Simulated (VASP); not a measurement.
Runs of VASP 6.6.1 on H. The structure is that of space group Cmmm (No. 65), or close to it. The cells are those of the table. 

| level | potentials or basis | cell | k mesh | gap on the mesh (eV) | pressure (GPa) | largest force (eV/Å) |
| --- | --- | --- | --- | --- | --- | --- |
| PBE | VASP PAW PBE potentials, release 64 (H) | a = 3.213, b = 3.156, c = 6.293 Å, angles 90.0, 90.2, 118.1°, 4 atoms | 4 × 4 × 2 | 6.91 | -2.2 | 3.31 |
| PBE | VASP PAW PBE potentials, release 64 (H) | a = 3.213, b = 3.156, c = 6.293 Å, angles 90.0, 90.2, 118.1°, 4 atoms | 8 × 8 × 4 | 6.91 | -2.2 | 3.31 |
| LDA | VASP PAW LDA potentials, release 64 (H) | a = 3.191, b = 3.191, c = 6.314 Å, angles 90.0, 90.0, 117.8°, 4 atoms | 8 × 8 × 4 | 7.80 | (a) | 0.98 |
| PBE | VASP PAW PBE potentials, release 64 (H) | a = 3.213, b = 3.156, c = 6.293 Å, angles 90.0, 90.2, 118.1°, 4 atoms | 1 × 1 × 1 | 10.70 | -15.3 | (b) |
| PBE | VASP PAW PBE potentials, release 64 (H) | a = 3.213, b = 3.156, c = 6.293 Å, angles 90.0, 90.2, 118.1°, 4 atoms | 6 × 6 × 4 | 6.91 | -2.2 | 3.31 |

Alike in all rows: task single point; no spin polarisation; cutoff (eV) 520; smearing gaussian 0.02 eV.

**Question.** Fill in the values left out.

**Answer.** (a) 0.7; (b) 3.12.

Caveats: some runs use coarse meshes; forces of over 1 eV/Å act on the atoms, so gaps and moduli don't describe the material at rest (some runs).

A k mesh can miss the band edges.
